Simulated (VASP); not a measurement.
Wanted: the native input for a VASP 6.6.1 run.

| Property | Result |
| --- | --- |
| Task | single point |
| Functional | PBE |
| Potentials or basis | VASP PAW PBE potentials, release 64 (I) |
| Cutoff | 520 eV |
| k mesh | 6 × 6 × 6 |
| Occupations | gaussian, width 0.1 eV |
| Spin | no spin polarisation |
| Dipole correction | no |
| Further INCAR settings | ALGO = Normal; EDIFF = 1e-06; NBANDS = 10 |

The structure of I lies in POSCAR:

```
I
1.0
    0.0000000000      2.5817994874      4.2671716944
    2.3926011003      0.0000000000      4.2671716944
    2.3926011003      2.5817994874      0.0000000000
I
1
Direct
    0.0000000000      0.0000000000      0.0000000000
```

One way to write it, as run:

INCAR

```
ALGO = Normal ; EDIFF = 1E-6
ENCUT = 520 ; GGA = PE
ISIF = 2 ; ISMEAR = 0
LASPH = T ; LCHARG = T
LELF = T ; LREAL = F
LVHAR = T ; LWAVE = F
NBANDS = 10 ; NELM = 100
PREC = Accurate ; SIGMA = 0.1
```

KPOINTS

```
k-points
0
Gamma
  6 6 6
```

Potentials or basis: VASP PAW PBE potentials, release 64 (I).

Launch:

```console
$ cat potpaw_PBE.64/I/POTCAR > POTCAR
$ mpirun -np 1 vasp_std > vasp.out
```

It gave:

The pressure is -2.8 GPa.

Caveat: an odd number of electrons without spin polarisation forces a metal; a magnetic or distorted state may lie lower.

Run time: 14 s on 1 thread of Intel(R) Xeon(R) 6975P-C (Granite Rapids), on a shared host, peak memory 0.19 GiB.
